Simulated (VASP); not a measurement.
WC:

```
W C
1.0
     3.16385    0.00000    0.00000
     0.00000    3.16385    0.00000
     0.00000    0.00000    3.16385
W C
1 1
Direct
  0.00000 0.00000 0.00000
  0.50000 0.50000 0.50000
```

| Quantity | Value |
| --- | --- |
| Program | VASP 6.6.1 |
| Task | relaxation of cell and atoms |
| Functional | PBE |
| Potentials or basis | VASP PAW PBE potentials, release 64 (W_sv, C) |
| Cutoff | 600 eV |
| k mesh | 6 × 6 × 6 |
| Occupations | gaussian, width 0.2 eV |
| Spin | no spin polarisation |

At the start: pressure -59.0 GPa; volume 15.84 Å³/atom.

Problem. Where does the relaxation end?

Solution. Over 7 steps the energy falls by 1601.0 meV/atom and the volume is 10.15 Å³/atom (-35.9 %); space group Pm-3m (No. 221, to 0.05 Å).

Step by step:
```csv
step,energy change (eV),largest force (eV/Å),pressure (GPa),volume (Å³)
1,0.0000,0.0000,-58.98,31.67
2,7.2146,0.0000,628.52,11.76
3,-1.8359,0.0000,-54.04,26.58
4,-2.7255,0.0000,-39.79,23.61
5,-3.1220,0.0000,24.02,19.14
6,-3.1981,0.0000,-4.66,20.54
7,-3.2020,0.0000,-0.38,20.29
```

Final structure:
```cif
data_structure
_symmetry_space_group_name_H-M 'P 1'
_symmetry_Int_Tables_number 1
_cell_length_a 2.7276
_cell_length_b 2.7276
_cell_length_c 2.7276
_cell_angle_alpha 90.000
_cell_angle_beta 90.000
_cell_angle_gamma 90.000
_cell_volume 20.29
loop_
_atom_site_label
_atom_site_type_symbol
_atom_site_fract_x
_atom_site_fract_y
_atom_site_fract_z
_atom_site_occupancy
W1 W 0.00000 0.00000 0.00000 1
C1 C 0.50000 0.50000 0.50000 1
```

Caveat: the volume moved by over 15 % at a fixed basis, so the end points are rough.
